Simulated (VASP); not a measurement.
Wanted: the native input for a VASP 6.6.1 run.

- Task: electric field gradients
- Functional: PBEsol
- Potentials or basis: VASP PAW PBE potentials, release 64 (Nb_sv)
- Cutoff: 520 eV
- k mesh: 13 × 13 × 13
- Occupations: fermi-dirac, width 0.08 eV
- Spin: no spin polarisation
- Dipole correction: no
- Further INCAR settings: ALGO = Normal; EDIFF = 1e-08; NBANDS = 12

The structure of Nb lies in POSCAR:

```
Nb
1.0
    0.0000000000      2.0972260504      2.0972260504
    2.0972260504      0.0000000000      2.0972260504
    2.0972260504      2.0972260504      0.0000000000
Nb
1
Direct
    0.0000000000      0.0000000000      0.0000000000
```

This cell differs from its parent crystal: volume scaled by 0.975.

These files were run (other wordings do the same):

INCAR

```
ALGO     = Normal         # electronic algorithm
EDIFF    = 1E-8           # SCF threshold, eV
ENCUT    = 520            # plane-wave cutoff, eV
GGA      = PS             # functional
ISIF     = 2              # what is computed and relaxed
ISMEAR   = -1             # smearing method
LASPH    = T              # aspherical terms in the spheres
LCHARG   = F              # write CHGCAR
LEFG     = T            
LREAL    = F              # projectors in reciprocal space
LWAVE    = F              # write WAVECAR
NBANDS   = 12             # bands
NELM     = 60             # most SCF steps
PREC     = Accurate       # precision mode
SIGMA    = 0.08           # smearing width, eV
```

KPOINTS

```
k-points
0
Gamma
  13 13 13
```

Potentials or basis: VASP PAW PBE potentials, release 64 (Nb_sv).

Launch:

```bash
$ cat potpaw_PBE.64/Nb_sv/POTCAR > POTCAR
$ mpirun -np 1 vasp_std > vasp.out
```

Results of the run:

* Pressure: -2.9 GPa

Caveat: without QUAD_EFG the Cq values of the log hold for a quadrupole moment of 1 mb, not for the nuclei; the PAW data sets were made with another functional, which shifts forces and pressure a little.

Run time: 13 s on 1 thread of AMD EPYC 9R45 96-Core Processor (Zen 5), with other jobs on the host, peak memory 0.12 GiB.
